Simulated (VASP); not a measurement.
A run of VASP 6.6.1 is set up as follows.

Contents of POSCAR:

```
BaS
1.0
    0.0000000000      3.1404940055      3.2383429285
    3.1404940055      0.0000000000      3.2383429285
    3.1404940055      3.1404940055      0.0000000000
Ba S
1 1
Direct
    0.0000000000      0.0000000000      0.0000000000
    0.5000000000      0.5000000000      0.5000000000
```

Contents of INCAR.step1:

```
SYSTEM = BaS
PREC = Accurate ; ENCUT = 520
ISMEAR = 0 ; SIGMA = 0.01
LREAL = .FALSE. ; LASPH = .TRUE.
NELM = 60 ; NBANDS = 15
GGA = PE ; ALGO = Normal
EDIFF = 1E-4 ; LWAVE = .TRUE.
LCHARG = .FALSE.
```

File INCAR.step2:

```
SYSTEM = BaS
PREC = Accurate ; ENCUT = 520
EDIFF = 1E-7 ; ISMEAR = 0
SIGMA = 0.01 ; LREAL = .FALSE.
LASPH = .TRUE. ; NELM = 60
ALGO = Normal ; ISIF = 2
LWAVE = .FALSE. ; LCHARG = .FALSE.
METAGGA = R2SCAN ; LMIXTAU = .TRUE.
NBANDS = 15 ; ISTART = 1
```

The input KPOINTS:

```
regular mesh
0
G
  8 8 8
  0 0 0
```

Potentials or basis: VASP PAW PBE potentials, release 64 (Ba_sv, S).

The run is started by

```bash
$ cat potpaw_PBE.64/Ba_sv/POTCAR potpaw_PBE.64/S/POTCAR > POTCAR
$ cp INCAR.step1 INCAR
$ mpirun -np 1 vasp_std > vasp.out
$ cp INCAR.step2 INCAR
$ mpirun -np 1 vasp_std > vasp.out
```

(1) Predict the pressure.

(2) What does it give for the band gap on the k mesh?

Results:

(1) 2.6 GPa.

(2) 2.38 eV, indirect (least direct gap 2.50 eV).

Caveat: the cell differs from its parent crystal (epitaxial xy strain -2.2%); the PAW data sets were made with another functional, which shifts forces and pressure a little; spin-orbit coupling is left out, which moves the levels of the heavy elements.
